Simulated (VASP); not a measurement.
Set up this calculation in VASP 6.6.1, as the native input.

```
Task                   : single point
Functional             : PBE
Potentials or basis    : VASP PAW PBE potentials, release 64 (Cd, S)
Cutoff                 : 520 eV
k mesh                 : 8 × 8 × 8
Occupations            : gaussian, width 0.02 eV
Spin                   : no spin polarisation
Dipole correction      : no
Further INCAR settings : ALGO = Normal; EDIFF = 1e-06; NBANDS = 16
```

The structure of CdS lies in POSCAR:

```
CdS
1.0
    0.0000000000      2.9631294049      2.9631294049
    2.9631294049      0.0000000000      2.9631294049
    2.9631294049      2.9631294049      0.0000000000
Cd S
1 1
Direct
    0.0000000000      0.0000000000      0.0000000000
    0.2500000000      0.2500000000      0.2500000000
```

One way to write it, as run:

INCAR

```
SYSTEM = CdS
PREC = Accurate
ENCUT = 520
EDIFF = 1E-6
ISMEAR = 0
SIGMA = 0.02
LREAL = .False.
LASPH = .True.
NELM = 60
ALGO = Normal
ISIF = 2
LWAVE = .False.
LCHARG = .False.
GGA = PE
NBANDS = 16
```

KPOINTS

```
Automatic mesh
0
Gamma
  8 8 8
  0 0 0
```

Potentials or basis: VASP PAW PBE potentials, release 64 (Cd, S).

Run with:

```sh
$ cat potpaw_PBE.64/Cd/POTCAR potpaw_PBE.64/S/POTCAR > POTCAR
$ mpirun -np 1 vasp_std > vasp.out
```

Results of the run:

```yaml
Pressure: 0.3 GPa
Band_gap_on_the_k_mesh: 1.04 eV, direct
```

It took 13 s on 1 thread of Intel Xeon 6975P-C, on a shared host, peak memory 0.18 GiB.
